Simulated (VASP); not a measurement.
Write the native input for VASP 6.6.1 that does the following.

| Property | Result |
| --- | --- |
| Task | single point |
| Functional | PBE |
| Potentials or basis | VASP PAW PBE potentials, release 64 (Hg) |
| Cutoff | 520 eV |
| k mesh | 8 × 8 × 9 |
| Occupations | fermi-dirac, width 0.05 eV |
| Spin | no spin polarisation |
| Dipole correction | no |
| Further INCAR settings | ALGO = Normal; EDIFF = 1e-06; NBANDS = 25 |

The structure of Hg lies in POSCAR:

```
Hg
1.0
    5.5679617651      0.0000000000      0.0000000000
   -2.7839808826      4.8219963359      0.0000000000
    0.0000000000      0.0000000000      3.2850178767
Hg
3
Direct
    0.3333333333      0.6666666667      0.5000000000
    0.0000000000      0.0000000000      0.0000000000
    0.6666666667      0.3333333333      0.5000000000
```

One way to write it, as run:

INCAR

```
PREC     = Accurate       # precision mode
ENCUT    = 520            # plane-wave cutoff, eV
EDIFF    = 1E-6           # SCF threshold, eV
ISMEAR   = -1             # smearing method
SIGMA    = 0.05           # smearing width, eV
LREAL    = False          # projectors in reciprocal space
LASPH    = True           # aspherical terms in the spheres
NELM     = 100            # most SCF steps
ALGO     = Normal         # electronic algorithm
ISIF     = 2              # what is computed and relaxed
LWAVE    = False          # write WAVECAR
LCHARG   = False          # write CHGCAR
GGA      = PE             # functional
NBANDS   = 25             # bands
```

KPOINTS

```
regular mesh
0
Gamma
  8 8 9
```

Potentials or basis: VASP PAW PBE potentials, release 64 (Hg).

The run is started by

```console
$ cat potpaw_PBE.64/Hg/POTCAR > POTCAR
$ mpirun -np 1 vasp_std > vasp.out
```

Results of the run:

```yaml
Pressure: 0.1 GPa
Band_gap_on_the_k_mesh: zero (bands 18 and 19 overlap by 1.93 eV)
```

Caveat: spin-orbit coupling is left out, which moves the levels of the heavy elements.

It took 82 s on 1 thread of Intel(R) Xeon(R) Platinum 8259CL CPU @ 2.50GHz (Skylake/Cascade Lake) (shared host), peak memory 0.24 GiB.
